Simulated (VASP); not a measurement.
# Si2BiTe2: single point with PBE

The system is Si2BiTe2.

```xyz
5
Lattice="5.2818 0.0000 0.0000 -2.6409 4.5741 0.0000 0.0000 0.0000 5.6358" Properties=species:S:1:pos:R:3 pbc="T T T"
Si    0.0000    3.0494    0.0000
Si    2.6409    1.5247    0.0000
Bi    0.0000    0.0000    0.0000
Te    0.0000    3.0494    2.8179
Te    2.6409    1.5247    2.8179
```

| Property | Result |
| --- | --- |
| Program | VASP 6.6.1 |
| Task | single point |
| Functional | PBE |
| Potentials or basis | VASP PAW PBE potentials, release 64 (Si, Bi_d, Te) |
| Cutoff | 520 eV |
| k mesh | 12 × 12 × 8 |
| Occupations | gaussian, width 0.1 eV |
| Spin | no spin polarisation |
| Dipole correction | no |
| Further INCAR settings | ALGO = Normal; EDIFF = 1e-06; NBANDS = 26 |

```
Pressure : 0.0 GPa
```

Levels at points of the mesh, in eV from the Fermi level:
| k point | band 13 | band 14 | band 15 | band 16 | band 17 | band 18 | band 19 | band 20 | band 21 | band 22 |
| --- | --- | --- | --- | --- | --- | --- | --- | --- | --- | --- |
| (0.00, 0.00, 0.00) | -4.00 | -3.00 | -3.00 | -2.99 | -1.21 | -1.21 | 0.40 | 0.40 | 0.72 | 3.83 |
| (0.50, 0.00, 0.00) | -4.26 | -3.05 | -2.94 | -0.54 | -0.39 | 1.00 | 1.20 | 2.06 | 2.54 | 2.92 |
| (0.00, 0.00, 0.50) | -2.63 | -2.63 | -2.20 | -2.20 | -1.60 | -1.51 | -0.61 | -0.61 | 0.86 | 1.58 |
| (0.50, 0.00, 0.50) | -3.71 | -1.43 | -0.17 | -0.05 | 0.03 | 0.52 | 1.00 | 1.38 | 1.51 | 1.76 |

It took 2.8 min on 1 thread of Intel(R) Xeon(R) Platinum 8488C (Sapphire Rapids), on a shared host, peak memory 0.46 GiB.

Caveat: spin-orbit coupling is left out, which moves the levels of the heavy elements.
